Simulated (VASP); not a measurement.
# C (Fd-3m) in VASP: notebook, part 2 of 2

VASP 6.6.1. Earlier steps stand in the parts before.

## (3) Single point, BLYP (volume scaled by 0.88)

The input, INCAR:

```
SYSTEM = C
AGGAC = 1.0
AGGAX = 1.0
ALDAC = 0.0
ALDAX = 1.0
ALGO = Normal
EDIFF = 1E-7
ENCUT = 520
GGA = B5
ISIF = 2
ISMEAR = -1
LASPH = .True.
LCHARG = .False.
LREAL = .False.
LWAVE = .False.
NBANDS = 11
NELM = 60
PREC = Accurate
SIGMA = 0.05
```

The input, KPOINTS:

```
k-points
0
Gamma
  13 13 13
  0 0 0
```

The input, POSCAR:

```
C
1.0
    0.0000000000      1.7236915790      1.7236915790
    1.7236915790      0.0000000000      1.7236915790
    1.7236915790      1.7236915790      0.0000000000
C
2
Direct
    0.5000000000      0.5000000000      0.5000000000
    0.7500000000      0.7500000000      0.7500000000
```

Potentials or basis: VASP PAW PBE potentials, release 64 (C).

Run with:

```sh
$ cat potpaw_PBE.64/C/POTCAR > POTCAR
$ mpirun -np 1 vasp_std > vasp.out
```

OUTCAR:

```text
SYSTEM = C
   EDIFF = 1E-7
   ENCUT = 520
   GGA = B5
   ISIF = 2
   ISMEAR = -1
   LASPH = .True.
   LREAL = .False.
   NELM = 60
   PREC = Accurate

 ion  position               nearest neighbor table
   1  0.500  0.500  0.500-   2 1.49   2 1.49   2 1.49   2 1.49
   2  0.750  0.750  0.750-   1 1.49   1 1.49   1 1.49   1 1.49

  LATTYP: Found a face centered cubic cell.
 ALAT       =     3.4473831580

  Lattice vectors:

 A1 = (   0.0000000000,   1.7236915790,   1.7236915790)
 A2 = (   1.7236915790,   0.0000000000,   1.7236915790)
 A3 = (   1.7236915790,   1.7236915790,   0.0000000000)

Analysis of symmetry for initial positions (statically):
=====================================================================
 Subroutine PRICEL returns:
 Original cell was already a primitive cell.

 Routine SETGRP: Setting up the symmetry group for a
 face centered cubic supercell.

 Subroutine GETGRP returns: Found 48 space group operations
 (whereof 24 operations were pure point group operations)
 out of a pool of 48 trial point group operations.

The static configuration has the point symmetry T_d .
 The point group associated with its full space group is O_h .

Analysis of symmetry for dynamics (positions and initial velocities):
=====================================================================
 Subroutine PRICEL returns:
 Original cell was already a primitive cell.

 Routine SETGRP: Setting up the symmetry group for a
 face centered cubic supercell.

 Subroutine GETGRP returns: Found 48 space group operations
 (whereof 24 operations were pure point group operations)
 out of a pool of 48 trial point group operations.

The dynamic configuration has the point symmetry T_d .
 The point group associated with its full space group is O_h .

 Subroutine INISYM returns: Found 48 space group operations
 (whereof 24 operations are pure point group operations),
 and found     1 'primitive' translations

----------------------------------------------------------------------------------------

                                     Primitive cell

  volume of cell :      10.2426

  direct lattice vectors                    reciprocal lattice vectors
     0.000000000  1.723691579  1.723691579    -0.290075096  0.290075096  0.290075096
     1.723691579  0.000000000  1.723691579     0.290075096 -0.290075096  0.290075096
     1.723691579  1.723691579  0.000000000     0.290075096  0.290075096 -0.290075096

  length of vectors
     2.437668008  2.437668008  2.437668008     0.502424804  0.502424804  0.502424804

  position of ions in fractional coordinates (direct lattice)
     0.500000000  0.500000000  0.500000000
     0.750000000  0.750000000  0.750000000

  ion indices of the primitive-cell ions
   primitive index   ion index
                 1           1
                 2           2

----------------------------------------------------------------------------------------

 KPOINTS: k-points

Automatic generation of k-mesh.
 Grid dimensions read from file:
 generate k-points for:   13   13   13

 Generating k-lattice:

  Cartesian coordinates                     Fractional coordinates (reciprocal lattice)
    -0.022313469  0.022313469  0.022313469     0.076923077  0.000000000  0.000000000
     0.022313469 -0.022313469  0.022313469     0.000000000  0.076923077  0.000000000
     0.022313469  0.022313469 -0.022313469     0.000000000  0.000000000  0.076923077

  Length of vectors
     0.038648062  0.038648062  0.038648062

  Shift w.r.t. Gamma in fractional coordinates (k-lattice)
     0.000000000  0.000000000  0.000000000

 Subroutine IBZKPT returns following result:
 ===========================================

 Found     84 irreducible k-points:

 Following reciprocal coordinates:
            Coordinates               Weight
  0.000000  0.000000  0.000000      1.000000
  0.076923  0.000000  0.000000      8.000000
  0.153846  0.000000  0.000000      8.000000
  0.230769  0.000000  0.000000      8.000000
  0.307692  0.000000  0.000000      8.000000
  0.384615  0.000000  0.000000      8.000000
[... 16 lines left out ...]
  0.384615  0.153846  0.000000     24.000000
  0.461538  0.153846  0.000000     24.000000
 [... further k-points ...]
   k-points           NKPTS =     84   k-points in BZ     NKDIM =     84   number of bands    NBANDS=     11
   number of dos      NEDOS =    301   number of ions     NIONS =      2
   total plane-waves  NPLWV =   5832
   dimension x,y,z NGX =    18 NGY =   18 NGZ =   18
   dimension x,y,z NGXF=    36 NGYF=   36 NGZF=   36
   ions per type =               2
   NGX,Y,Z   is equivalent  to a cutoff of  12.28, 12.28, 12.28 a.u.
   NGXF,Y,Z  is equivalent  to a cutoff of  24.55, 24.55, 24.55 a.u.
 SYSTEM =  C
   PREC   = accura    normal or accurate (medium, high low for compatibility)
   ISTART =      0    job   : 0-new  1-cont  2-samecut
   ICHARG =      2    charge: 1-file 2-atom 10-const
   ISPIN  =      1    spin polarized calculation?
   LNONCOLLINEAR =      F non collinear calculations
   LSORBIT =      F    spin-orbit coupling
   LASPH  =      T    aspherical Exc in radial PAW
   ENCUT  =  520.0 eV  38.22 Ry    6.18 a.u.   4.53  4.53  4.53*2*pi/ulx,y,z
   NELM   =     60;   NELMIN=  2; NELMDL= -5     # of ELM steps
   EDIFF  = 0.1E-06   stopping-criterion for ELM
   LREAL  =      F    real-space projection
   EDIFFG = 0.1E-05   stopping-criterion for IOM
   NSW    =      0    number of steps for IOM
   IBRION =     -1    ionic relax: 0-MD 1-quasi-New 2-CG
   NFREE  =      0    steps in history (QN), initial steepest desc. (CG)
   ISIF   =      2    stress and relaxation
   ISYM   =      2    0-nonsym 1-usesym 2-fastsym
   POTIM  = 0.5000    time-step for ionic-motion
   TEBEG  =    0.0;   TEEND  =   0.0 temperature during run
   PSTRESS=    0.0 pullay stress
   NELECT =       8.0000    total number of electrons
   NUPDOWN=      -1.0000    fix difference up-down
   EMIN   =  10.00;   EMAX   =-10.00  energy-range for DOS
   EFERMI =   0.00;   METHOD = LEGACY
   ISMEAR =    -1;   SIGMA  =   0.05  broadening in eV -4-tet -1-fermi 0-gaus
   EFERMI_NEDOS =   21; number of points for ismear=-14 and -15
   IALGO  =     38    algorithm
   IMIX   =      4    mixing-type and parameters
     AMIX     =   0.40;   BMIX     =  1.00
     AMIX_MAG =   1.60;   BMIX_MAG =  1.00
  volume/ion in A,a.u.               =       5.12        34.56
  Fermi-wavevector in a.u.,A,eV,Ry     =   1.507655  2.849055 30.926358  2.273023
  Thomas-Fermi vector in A             =   2.618212
   LORBIT       =      0    0 simple, 1 ext, 2 COOP (PROOUT), +10 PAW based schemes
   GGA     = B5    functional components
   LHFCALC =     F    Hartree Fock is set to
   AEXX    =    0.0000 exact exchange contribution
   IVDW    =     0    specifies the selected vdW correction
   LEPSILON=     F    determine dielectric tensor
   LRPA    =     F    only Hartree local field effects (RPA)
 non-spin polarized calculation
  energy-cutoff  :      520.00
  volume of cell :       10.24
 maximum number of plane-waves:       290
 NGX is ok and might be reduce to    18
   NGX =  9   NGY =  9   NGZ =  9

 number of electron       7.9999998 magnetization

 Free energy of the ion-electron system (eV)
  ---------------------------------------------------
  ext. energy  EPLUGINS =         0.00000000
  ---------------------------------------------------
  free energy    TOTEN  =       -16.46000591 eV

  energy without entropy =      -16.46000591  energy(sigma->0) =      -16.46000591

 E-fermi :  12.4633     XC(G=0): -13.0459

 val. band max:       11.5455266728   @ k =   0.0000   0.0000   0.0000
 cond. band min:      16.2750688047   @ k =   0.3846   0.3846   0.0000
 fundamental gap:      4.7295421319
 Fermi energy:        12.4633190939

 k-point     1 :       0.0000    0.0000    0.0000
  band No.  band energies     occupation
      1     -11.0437      2.00000
      2      11.5455      2.00000
      3      11.5455      2.00000
      4      11.5455      2.00000
      5      17.5920      0.00000
      6      17.5920      0.00000
      7      17.5920      0.00000
      8      27.4497      0.00000
      9      32.7573      0.00000
     10      39.6319      0.00000
     11      39.6319      0.00000
[... 309 lines left out ...]
 k-point    24 :       0.4615    0.1538    0.0000
  band No.  band energies     occupation
      1      -5.6776      2.00000
      2      -0.3234      2.00000
      3       6.8793      2.00000
      4       7.3318      2.00000
      5      19.3068      0.00000
      6      22.9827      0.00000
      7      23.9058      0.00000
      8      26.7175      0.00000
      9      33.7342      0.00000
     10      36.9298      0.00000
     11      40.4712      0.00000

 [... further k-points ...]
[... 5 lines left out ...]
  --------------------------------------------------------------------------------------
  -------------------------------------------------------------------------------------
  Total        4.2890252      4.2890252      4.2890252     -0.0000000      0.0000000     -0.0000000
  in kB      670.9041920    670.9041920    670.9041920     -0.0000000      0.0000000     -0.0000000
  external PRESSURE =     670.9041920 kB  Pullay stress =       0.0000000 kB

 VOLUME and BASIS-vectors are now :
 -----------------------------------------------------------------------------
  energy-cutoff  :      520.00
  volume of cell :       10.24
      direct lattice vectors                 reciprocal lattice vectors
     0.000000000  1.723691579  1.723691579    -0.290075096  0.290075096  0.290075096
     1.723691579  0.000000000  1.723691579     0.290075096 -0.290075096  0.290075096
     1.723691579  1.723691579  0.000000000     0.290075096  0.290075096 -0.290075096

 POSITION                                       TOTAL-FORCE (eV/Angst)
 -----------------------------------------------------------------------------------
      1.72369      1.72369      1.72369         0.000000     -0.000000      0.000000
      2.58554      2.58554      2.58554        -0.000000      0.000000     -0.000000
 -----------------------------------------------------------------------------------
    total drift:                               -0.000000     -0.000000     -0.000000

  FREE ENERGIE OF THE ION-ELECTRON SYSTEM (eV)
  ---------------------------------------------------
  free  energy   TOTEN  =       -16.4600059056 eV

  energy  without entropy=      -16.4600059056  energy(sigma->0) =      -16.46000591
```

It took 8.8 s on 1 thread of AMD EPYC 7R13 (Zen 3), shared host; peak memory 0.09 GiB.

What came out:

```
Free energy            : -16.4600 eV
Pressure               : 67.1 GPa
Band gap on the k mesh : 4.73 eV, indirect (least direct gap 6.05 eV)
```

Caveat: the PAW data sets were made with another functional, which shifts forces and pressure a little.

## (4) Single point, BLYP (volume scaled by 0.92)

The input, INCAR:

```
SYSTEM = C
  PREC = Accurate
  ENCUT = 520
  EDIFF = 1E-7
  ISMEAR = -1
  SIGMA = 0.05
  LREAL = .False.
  LASPH = .True.
  NELM = 100
  ALGO = Normal
  ISIF = 2
  LWAVE = .False.
  LCHARG = .False.
  GGA = B5
  ALDAX = 1.0
  AGGAX = 1.0
  AGGAC = 1.0
  ALDAC = 0.0
  NBANDS = 11
```

The input, KPOINTS:

```
regular mesh
0
Gamma
  13 13 13
  0 0 0
```

The input, POSCAR:

```
C
1.0
    0.0000000000      1.7494221124      1.7494221124
    1.7494221124      0.0000000000      1.7494221124
    1.7494221124      1.7494221124      0.0000000000
C
2
Direct
    0.5000000000      0.5000000000      0.5000000000
    0.7500000000      0.7500000000      0.7500000000
```

Run with:

```sh
$ cat potpaw_PBE.64/C/POTCAR > POTCAR
$ mpirun -np 1 vasp_std > vasp.out
```

Wall time 8.6 s (1 thread of AMD EPYC 7R13 (Zen 3), shared host); peak memory 0.09 GiB.

It converged, with:

| Quantity | Value |
| --- | --- |
| Free energy | -16.6159 eV |
| Pressure | 40.6 GPa |
| Band gap on the k mesh | 4.62 eV, indirect (least direct gap 5.91 eV) |

Levels at points of the mesh, in eV from the valence-band top:
| k point | band 1 | band 2 | band 3 | band 4 | band 5 | band 6 | band 7 | band 8 |
| --- | --- | --- | --- | --- | --- | --- | --- | --- |
| (0.00, 0.00, 0.00) | -21.97 | 0.00 | 0.00 | 0.00 | 5.91 | 5.91 | 5.91 | 14.81 |

Caveat: the PAW data sets were made with another functional, which shifts forces and pressure a little. A k mesh can miss the band edges.

## (5) Single point, BLYP (volume scaled by 0.96)

The input, INCAR:

```
SYSTEM = C
PREC     = Accurate       ! precision mode
ENCUT    = 520            ! plane-wave cutoff, eV
EDIFF    = 1E-6           ! SCF threshold, eV
ISMEAR   = -1             ! smearing method
SIGMA    = 0.05           ! smearing width, eV
LREAL    = .False.        ! projectors in reciprocal space
LASPH    = .True.         ! aspherical terms in the spheres
NELM     = 60             ! most SCF steps
ALGO     = Normal         ! electronic algorithm
ISIF     = 2              ! what is computed and relaxed
LWAVE    = .False.        ! write WAVECAR
LCHARG   = .True.         ! write CHGCAR
GGA      = B5             ! functional
ALDAX    = 1.0          
AGGAX    = 1.0          
AGGAC    = 1.0          
ALDAC    = 0.0          
LELF     = .True.         ! ELF
LVHAR    = .True.       
NBANDS   = 11             ! bands
```

The input, KPOINTS:

```
Automatic mesh
0
Gamma
  13 13 13
  0 0 0
```

The input, POSCAR:

```
C
1.0
    0.0000000000      1.7744172339      1.7744172339
    1.7744172339      0.0000000000      1.7744172339
    1.7744172339      1.7744172339      0.0000000000
C
2
Direct
    0.5000000000      0.5000000000      0.5000000000
    0.7500000000      0.7500000000      0.7500000000
```

Run with:

```sh
$ cat potpaw_PBE.64/C/POTCAR > POTCAR
$ mpirun -np 1 vasp_std > vasp.out
```

It took 9.6 s on 1 thread of AMD EPYC 7R13 (Zen 3), shared host; peak memory 0.09 GiB.

It converged, with:

```yaml
Free_energy: -16.7018 eV
Pressure: 18.7 GPa
Band_gap_on_the_k_mesh: 4.51 eV, indirect (least direct gap 5.79 eV)
```

Levels at points of the mesh, in eV from the valence-band top:
```csv
k point,band 2,band 3,band 4,band 5,band 6,band 7
"(0.00, 0.00, 0.00)",0.00,0.00,0.00,5.79,5.79,5.79
```

Caveat: the PAW data sets were made with another functional, which shifts forces and pressure a little. A k mesh can miss the band edges.

## (6) The runs side by side

```csv
cell,k mesh,gap on the mesh (eV),pressure (GPa)
"a = 2.544 Å, angles 60.0°, 2 atoms",8 × 8 × 8,4.39,0.7
"a = 2.438 Å, angles 60.0°, 2 atoms",13 × 13 × 13,4.73,67.1
"a = 2.474 Å, angles 60.0°, 2 atoms",13 × 13 × 13,4.62,40.6
"a = 2.509 Å, angles 60.0°, 2 atoms",13 × 13 × 13,4.51,18.7
```

Alike in all rows: task single point; level BLYP; potentials or basis VASP PAW PBE potentials, release 64 (C); no spin polarisation; cutoff (eV) 520; smearing fermi-dirac 0.05 eV.

Caveats: the PAW data sets were made with another functional, which shifts forces and pressure a little.

Total energies depend on the potentials used, so only differences within one code and one set of settings carry meaning.
